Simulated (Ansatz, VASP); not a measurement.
# One calculation of SrTiO3, two programs

File INCAR:

```
  PREC = Accurate
  ENCUT = 520
  EDIFF = 1E-6
  ISMEAR = 0
  SIGMA = 0.05
  LREAL = F
  LASPH = T
  NELM = 80
  ALGO = Normal
  ISIF = 2
  LWAVE = F
  LCHARG = T
  GGA = PE
  LELF = T
  LVHAR = T
  NBANDS = 28
```

KPOINTS

```
Automatic mesh
0
Gamma
  8 8 8
```

Contents of POSCAR:

```
SrTiO3
1.0
    3.9364035669      0.0000000000      0.0000000000
    0.0000000000      3.9364035669      0.0000000000
    0.0000000000      0.0000000000      3.9364035669
Sr Ti O
1 1 3
Direct
    0.0000000000     -0.0089816347     -0.0089816347
    0.5000000000      0.5000000000      0.5000000000
    0.0000000000      0.5000000000      0.5000000000
    0.5000000000      0.0000000000      0.5000000000
    0.5000000000      0.5000000000      0.0000000000
```

Input for Ansatz:

```yaml
crystal:
  lattice:
    - [3.9364035669, 0.0, 0.0]
    - [0.0, 3.9364035669, 0.0]
    - [0.0, 0.0, 3.9364035669]
  atoms:
    - { symbol: Sr, position: [0.0, -0.0089816347, -0.0089816347] }
    - { symbol: Ti, position: [0.5, 0.5, 0.5] }
    - { symbol: O, position: [0.0, 0.5, 0.5] }
    - { symbol: O, position: [0.5, 0.0, 0.5] }
    - { symbol: O, position: [0.5, 0.5, 0.0] }
basis:
  ecutwfc: 420
kpoints:
  mp_grid: { grid: [8, 8, 8] }
hamiltonian:
  xc: pbe
scf:
  occupations: { method: gaussian, width: 0.05 }
output:
  forces: true
  stress: true
  eigenvalues: true
```

Change from the starting cell: all Sr atoms moved +0.050 Å, as atom 1 towards its neighbour atom 3 (O) at 2.783 Å.

Alike in both runs: task single point; functional PBE; k mesh 8 × 8 × 8; occupations gaussian, width 0.05 eV; no spin polarisation.

|  | VASP | Ansatz |
| --- | --- | --- |
| version | VASP 6.6.1 | Ansatz 0.2.0 |
| potentials or method | VASP PAW PBE potentials, release 64 (Sr_sv, Ti_sv, O), cutoff 520 eV | scalar-relativistic, plane waves, PAW |
| valence electrons in the cell | 40 | 40 |

|  | VASP | Ansatz | Ansatz less VASP |
| --- | --- | --- | --- |
| gap on the k mesh at the Fermi level (eV) | 1.81 | 1.84 | +0.031 |
| least direct gap on the mesh (eV) | 2.18 | 2.20 | +0.021 |
| pressure (GPa) | 0.7 | 0.1 | -0.67 |
| traceless stress, the component that is largest in VASP (GPa) | 0.06 | 0.06 | -0.001 |
| rms of the force components (eV/Å) | 0.059 | 0.058 | -0.0014 |

Atom by atom the forces differ by 0.002 eV/Å (rms over components).
